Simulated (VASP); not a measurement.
# Re in VASP: a series of runs

Re is run at these levels: PBE; tasks: single point.

All numbers are computed with VASP 6.6.1; they aren't measurements. Logs are shortened: lines on timing, memory, paths and dates and some standing lists are left out, and cuts for length are marked.

### Step 1. The cell of the first run

The cell holds a sheet with vacuum, 2 atoms: a = 4.059 Å, b = 4.059 Å, c = 23.800 Å, α = 90.00°, β = 90.00°, γ = 120.00°.

### Step 2. Single point, PBE

Contents of INCAR:

```
  PREC = Accurate
  ENCUT = 520
  EDIFF = 1E-7
  ISMEAR = 0
  SIGMA = 0.1
  LREAL = F
  LASPH = T
  NELM = 80
  ALGO = Normal
  ISIF = 2
  LWAVE = F
  LCHARG = T
  LDIPOL = T
  IDIPOL = 3
  DIPOL = 0.5 0.5 0.294
  GGA = PE
  LELF = T
  LVHAR = T
  LVACPOTAV = T
  NBANDS = 14
```

Contents of KPOINTS:

```
Automatic mesh
0
Gamma
  6 6 1
```

Contents of POSCAR:

```
Re
1.0
    4.0590962904      0.0000003825      0.0000000000
   -2.0295484764      3.5152803127      0.0000000000
    0.0000000000      0.0000000000     23.8000000000
Re
2
Direct
    0.3333333333      0.6666666667      0.2941176471
    0.6666666667      0.3333333333      0.2941176471
```

Potentials or basis: VASP PAW PBE potentials, release 64 (Re).

On the command line:

```bash
> cat potpaw_PBE.64/Re/POTCAR > POTCAR
> mpirun -np 1 vasp_std > vasp.out
```

OUTCAR:

```text
PREC = Accurate
   ENCUT = 520
   EDIFF = 1E-7
   ISMEAR = 0
   LREAL = F
   LASPH = T
   NELM = 80
   ISIF = 2
   GGA = PE

 ion  position               nearest neighbor table
   1  0.333  0.667  0.294-   2 2.34   2 2.34   2 2.34
   2  0.667  0.333  0.294-   1 2.34   1 2.34   1 2.34

  LATTYP: Found a hexagonal cell.
 ALAT       =     4.0590962904
 C/A-ratio  =     5.8633740856

  Lattice vectors:

 A1 = (   4.0590962904,   0.0000003825,   0.0000000000)
 A2 = (  -2.0295484764,   3.5152803127,   0.0000000000)
 A3 = (   0.0000000000,   0.0000000000,  23.8000000000)

Analysis of symmetry for initial positions (statically):
=====================================================================
 Subroutine PRICEL returns:
 Original cell was already a primitive cell.

 Routine SETGRP: Setting up the symmetry group for a
 hexagonal supercell.

 Subroutine GETGRP returns: Found 24 space group operations
 (whereof 12 operations were pure point group operations)
 out of a pool of 24 trial point group operations.

The static configuration has the point symmetry C_6v.
 The point group associated with its full space group is D_6h.

Analysis of symmetry for dynamics (positions and initial velocities):
=====================================================================
 Subroutine PRICEL returns:
 Original cell was already a primitive cell.

 Routine SETGRP: Setting up the symmetry group for a
 hexagonal supercell.

 Subroutine GETGRP returns: Found 24 space group operations
 (whereof 12 operations were pure point group operations)
 out of a pool of 24 trial point group operations.

The dynamic configuration has the point symmetry C_6v.
 The point group associated with its full space group is D_6h.

 Subroutine INISYM returns: Found 24 space group operations
 (whereof 12 operations are pure point group operations),
 and found     1 'primitive' translations

----------------------------------------------------------------------------------------

                                     Primitive cell

  volume of cell :     339.5989

  direct lattice vectors                    reciprocal lattice vectors
     4.059096290  0.000000382  0.000000000     0.246360242  0.142236183  0.000000000
    -2.029548476  3.515280313  0.000000000    -0.000000027  0.284472320  0.000000000
     0.000000000  0.000000000 23.800000000     0.000000000  0.000000000  0.042016807

  length of vectors
     4.059096290  4.059096290 23.800000000     0.284472320  0.284472320  0.042016807

  position of ions in fractional coordinates (direct lattice)
     0.333333333  0.666666667  0.294117647
     0.666666667  0.333333333  0.294117647

  ion indices of the primitive-cell ions
   primitive index   ion index
                 1           1
                 2           2

----------------------------------------------------------------------------------------

 KPOINTS: Automatic mesh

Automatic generation of k-mesh.
 Grid dimensions read from file:
 generate k-points for:    6    6    1

 Generating k-lattice:

  Cartesian coordinates                     Fractional coordinates (reciprocal lattice)
     0.041060040  0.023706031  0.000000000     0.166666667  0.000000000  0.000000000
    -0.000000004  0.047412053  0.000000000    -0.000000000  0.166666667  0.000000000
     0.000000000  0.000000000  0.042016807     0.000000000  0.000000000  1.000000000

  Length of vectors
     0.047412053  0.047412053  0.042016807

  Shift w.r.t. Gamma in fractional coordinates (k-lattice)
     0.000000000  0.000000000  0.000000000

 Subroutine IBZKPT returns following result:
 ===========================================

 Found      7 irreducible k-points:

 Following reciprocal coordinates:
            Coordinates               Weight
  0.000000  0.000000  0.000000      1.000000
  0.166667 -0.000000  0.000000      6.000000
  0.333333 -0.000000  0.000000      6.000000
  0.500000  0.000000  0.000000      3.000000
  0.166667  0.166667  0.000000      6.000000
  0.333333  0.166667  0.000000     12.000000
  0.333333  0.333333  0.000000      2.000000
   k-points           NKPTS =      7   k-points in BZ     NKDIM =      7   number of bands    NBANDS=     14
   number of dos      NEDOS =    301   number of ions     NIONS =      2
   total plane-waves  NPLWV = 162000
   dimension x,y,z NGX =    30 NGY =   30 NGZ =  180
   dimension x,y,z NGXF=    60 NGYF=   60 NGZF=  360
   ions per type =               2
   NGX,Y,Z   is equivalent  to a cutoff of  12.29, 12.29, 12.57 a.u.
   NGXF,Y,Z  is equivalent  to a cutoff of  24.57, 24.57, 25.15 a.u.
 SYSTEM =  unknown system
   PREC   = accura    normal or accurate (medium, high low for compatibility)
   ISTART =      0    job   : 0-new  1-cont  2-samecut
   ICHARG =      2    charge: 1-file 2-atom 10-const
   ISPIN  =      1    spin polarized calculation?
   LNONCOLLINEAR =      F non collinear calculations
   LSORBIT =      F    spin-orbit coupling
   LASPH  =      T    aspherical Exc in radial PAW
   ENCUT  =  520.0 eV  38.22 Ry    6.18 a.u.   7.55  7.55 44.25*2*pi/ulx,y,z
   NELM   =     80;   NELMIN=  2; NELMDL= -5     # of ELM steps
   EDIFF  = 0.1E-06   stopping-criterion for ELM
   LREAL  =      F    real-space projection
   EDIFFG = 0.1E-05   stopping-criterion for IOM
   NSW    =      0    number of steps for IOM
   IBRION =     -1    ionic relax: 0-MD 1-quasi-New 2-CG
   NFREE  =      0    steps in history (QN), initial steepest desc. (CG)
   ISIF   =      2    stress and relaxation
   ISYM   =      2    0-nonsym 1-usesym 2-fastsym
   POTIM  = 0.5000    time-step for ionic-motion
   TEBEG  =    0.0;   TEEND  =   0.0 temperature during run
   PSTRESS=    0.0 pullay stress
   NELECT =      14.0000    total number of electrons
   NUPDOWN=      -1.0000    fix difference up-down
   EMIN   =  10.00;   EMAX   =-10.00  energy-range for DOS
   EFERMI =   0.00;   METHOD = LEGACY
   ISMEAR =     0;   SIGMA  =   0.10  broadening in eV -4-tet -1-fermi 0-gaus
   EFERMI_NEDOS =   21; number of points for ismear=-14 and -15
   IALGO  =     38    algorithm
   IMIX   =      4    mixing-type and parameters
     AMIX     =   0.40;   BMIX     =  1.00
     AMIX_MAG =   1.60;   BMIX_MAG =  1.00
  volume/ion in A,a.u.               =     169.80      1145.86
  Fermi-wavevector in a.u.,A,eV,Ry     =   0.565538  1.068713  4.351601  0.319834
  Thomas-Fermi vector in A             =   1.603559
   LORBIT       =      0    0 simple, 1 ext, 2 COOP (PROOUT), +10 PAW based schemes
   GGA     = PE    functional components
   LHFCALC =     F    Hartree Fock is set to
   AEXX    =    0.0000 exact exchange contribution
   IVDW    =     0    specifies the selected vdW correction
   LEPSILON=     F    determine dielectric tensor
   LRPA    =     F    only Hartree local field effects (RPA)
 non-spin polarized calculation
 Gauss-broadening in eV      SIGMA  =   0.10
  energy-cutoff  :      520.00
  volume of cell :      339.60
 maximum number of plane-waves:      9193
   NGX = 15   NGY = 15   NGZ = 89

 dipolmoment           0.000000      0.000000     -0.000014 electrons x Angstroem

 number of electron      14.0000001 magnetization

 dipolmoment           0.000000      0.000000      0.000000 electrons x Angstroem

 Free energy of the ion-electron system (eV)
  ---------------------------------------------------
  ext. energy  EPLUGINS =         0.00000000
  ---------------------------------------------------
  free energy    TOTEN  =       -18.16925079 eV

  energy without entropy =      -18.13951312  energy(sigma->0) =      -18.15438196

 E-fermi :  -4.0822     XC(G=0):  -2.0615

 val. band max:       -4.1690265877   @ k =   0.1667  -0.0000   0.0000
 cond. band min:      -4.0655035811   @ k =   0.3333  -0.0000   0.0000
 fundamental gap:      0.1035230066
 Fermi energy:        -4.0821698964

 k-point     1 :       0.0000    0.0000    0.0000
  band No.  band energies     occupation
      1     -10.3038      2.00000
      2      -6.3707      2.00000
      3      -6.3707      2.00000
      4      -6.2144      2.00000
      5      -5.5264      2.00000
      6      -5.5264      2.00000
      7      -5.1058      2.00000
      8      -5.1058      2.00000
      9      -3.1306      0.00000
     10      -2.3932      0.00000
     11      -2.3383      0.00000
     12      -2.3383      0.00000
     13       0.8805      0.00000
     14       1.2825      0.00000

 k-point     2 :       0.1667   -0.0000    0.0000
  band No.  band energies     occupation
      1      -9.8257      2.00000
      2      -6.9508      2.00000
      3      -6.5520      2.00000
      4      -6.5417      2.00000
      5      -6.3656      2.00000
      6      -5.9824      2.00000
      7      -4.1690      1.78068
      8      -3.7892      0.00003
      9      -3.7701      0.00001
     10      -2.6501      0.00000
     11      -2.0222      0.00000
     12      -1.3348      0.00000
     13       1.2009      0.00000
     14       1.6612      0.00000

 k-point     3 :       0.3333   -0.0000    0.0000
  band No.  band energies     occupation
      1      -8.6673      2.00000
      2      -8.1021      2.00000
      3      -7.3330      2.00000
      4      -6.8586      2.00000
      5      -6.4569      2.00000
      6      -5.5339      2.00000
      7      -4.0655      0.81367
      8      -3.9913      0.19873
      9      -3.3099      0.00000
     10      -2.0938      0.00000
     11      -1.4338      0.00000
     12       0.1004      0.00000
     13       2.1218      0.00000
     14       2.2055      0.00000

 k-point     4 :       0.5000    0.0000    0.0000
  band No.  band energies     occupation
      1      -8.7416      2.00000
      2      -7.6126      2.00000
      3      -7.5221      2.00000
      4      -6.9921      2.00000
      5      -6.5465      2.00000
      6      -5.0500      2.00000
      7      -4.6376      2.00000
      8      -4.0380      0.53210
      9      -3.7008      0.00000
     10      -1.1529      0.00000
     11      -0.8955      0.00000
     12       1.3151      0.00000
     13       1.3151      0.00000
     14       1.6652      0.00000

 k-point     5 :       0.1667    0.1667    0.0000
  band No.  band energies     occupation
      1      -8.9804      2.00000
      2      -8.0837      2.00000
      3      -6.9384      2.00000
      4      -6.9144      2.00000
      5      -6.1928      2.00000
      6      -5.6868      2.00000
      7      -4.1707      1.78955
      8      -3.8287      0.00034
      9      -3.1147      0.00000
     10      -2.6928      0.00000
     11      -1.4949      0.00000
     12      -0.3199      0.00000
     13       1.8307      0.00000
     14       2.3872      0.00000

 k-point     6 :       0.3333    0.1667    0.0000
  band No.  band energies     occupation
      1      -8.9815      2.00000
      2      -7.6973      2.00000
      3      -7.2910      2.00000
      4      -7.2222      2.00000
      5      -5.9887      2.00000
      6      -5.1285      2.00000
      7      -4.4105      2.00000
      8      -3.9565      0.07548
      9      -3.5636      0.00000
     10      -1.7303      0.00000
     11      -0.9771      0.00000
     12       0.6655      0.00000
     13       1.0667      0.00000
     14       1.9292      0.00000

 k-point     7 :       0.3333    0.3333    0.0000
  band No.  band energies     occupation
      1      -9.3372      2.00000
      2      -7.5156      2.00000
      3      -7.1948      2.00000
      4      -7.1948      2.00000
      5      -5.1728      2.00000
      6      -5.1728      2.00000
      7      -4.4877      2.00000
      8      -4.4877      2.00000
      9      -1.9904      0.00000
     10      -1.9902      0.00000
     11      -1.9902      0.00000
     12      -0.6832      0.00000
     13       2.3144      0.00000
     14       2.3651      0.00000

------------------------ aborting loop because EDIFF is reached ----------------------------------------

 vacuum level on the upper side and lower side of the slab       (xc-potential included)        -0.081        -0.081

  FORCE on cell =-STRESS in cart. coord.  units (eV):
  Direction    XX          YY          ZZ          XY          YZ          ZX
  --------------------------------------------------------------------------------------
  -------------------------------------------------------------------------------------
  Total       -0.7175736     -0.7175736     -0.0185269     -0.0000000      0.0000000      0.0000000
  in kB       -3.3854056     -3.3854056     -0.0874070     -0.0000000      0.0000000      0.0000000
  external PRESSURE =      -2.2860727 kB  Pullay stress =       0.0000000 kB

 VOLUME and BASIS-vectors are now :
 -----------------------------------------------------------------------------
  energy-cutoff  :      520.00
  volume of cell :      339.60
      direct lattice vectors                 reciprocal lattice vectors
     4.059096290  0.000000382  0.000000000     0.246360242  0.142236183  0.000000000
    -2.029548476  3.515280313  0.000000000    -0.000000027  0.284472320  0.000000000
     0.000000000  0.000000000 23.800000000     0.000000000  0.000000000  0.042016807

 POSITION                                       TOTAL-FORCE (eV/Angst)
 -----------------------------------------------------------------------------------
     -0.00000      2.34352      7.00000        -0.000000      0.000000     -0.000000
      2.02955      1.17176      7.00000         0.000000     -0.000000      0.000000
 -----------------------------------------------------------------------------------
    total drift:                                0.000000      0.000000     -0.000010

  FREE ENERGIE OF THE ION-ELECTRON SYSTEM (eV)
  ---------------------------------------------------
  free  energy   TOTEN  =       -18.1692507937 eV

  energy  without entropy=      -18.1395131234  energy(sigma->0) =      -18.15438196

 vacuum level on the upper side and lower side of the slab         1.258         1.258
```

Run time: 89 s. Hardware: 1 thread of Intel Xeon Platinum 8259CL at 2.50GHz (Skylake/Cascade Lake), shared host; peak memory 0.41 GiB.

What came out:

| Property | Result |
| --- | --- |
| Free energy | -18.1693 eV |
| Band gap on the k mesh | zero (band 7 reaches -4.07 eV, above the bottom of band 8 at -5.11 eV) |
| Work function of the upper face | 5.34 eV |
| Work function of the lower face | 5.34 eV |

Caveat: spin-orbit coupling is left out, which moves the levels of the heavy elements.

### Step 3. Single point, PBE, collinear spin, ferromagnetic start

Contents of INCAR:

```
  PREC = Accurate
  ENCUT = 520
  EDIFF = 1E-6
  ISMEAR = 0
  SIGMA = 0.1
  LREAL = False
  LASPH = True
  NELM = 150
  ALGO = Normal
  ISIF = 2
  LWAVE = False
  LCHARG = False
  ISPIN = 2
  MAGMOM = 1 1
  LORBIT = 11
  LMAXMIX = 4
  LDIPOL = True
  IDIPOL = 3
  DIPOL = 0.5 0.5 0.294
  GGA = PE
  NBANDS = 18
```

Contents of KPOINTS:

```
regular mesh
0
Gamma
  6 6 1
```

POSCAR is that of step 2.

Potentials or basis: VASP PAW PBE potentials, release 64 (Re).

On the command line:

```bash
> cat potpaw_PBE.64/Re/POTCAR > POTCAR
> mpirun -np 1 vasp_std > vasp.out
```

Wall time 4.6 min (1 thread of Intel Xeon Platinum 8259CL at 2.50GHz (Skylake/Cascade Lake), shared host); peak memory 0.56 GiB.

It converged, with:

```
Free energy                                           : -18.1692 eV
Band gap on the k mesh                                : zero (filled and empty bands overlap)
Net moment                                            : 0.00 μB per cell
Valence electrons inside the program's atomic spheres : Re 6.09
```

Levels at points of the mesh, in eV from the Fermi level:
Spin up:
| k point | band 5 | band 6 | band 7 | band 8 | band 9 | band 10 |
| --- | --- | --- | --- | --- | --- | --- |
| (0.00, 0.00, 0.00) | -1.44 | -1.44 | -1.02 | -1.02 | 0.95 | 1.69 |
| (0.50, 0.00, 0.00) | -2.46 | -0.97 | -0.56 | 0.04 | 0.38 | 2.93 |
Spin down:
| k point | band 3 | band 4 | band 5 | band 6 | band 7 | band 8 | band 9 | band 10 | band 11 | band 12 |
| --- | --- | --- | --- | --- | --- | --- | --- | --- | --- | --- |
| (0.00, 0.00, 0.00) | -2.29 | -2.13 | -1.44 | -1.44 | -1.02 | -1.02 | 0.95 | 1.69 | 1.74 | 1.74 |
| (0.50, 0.00, 0.00) | -3.44 | -2.91 | -2.46 | -0.97 | -0.56 | 0.04 | 0.38 | 2.93 | 3.19 | 5.40 |

Caveat: spin-orbit coupling is left out, which moves the levels of the heavy elements.
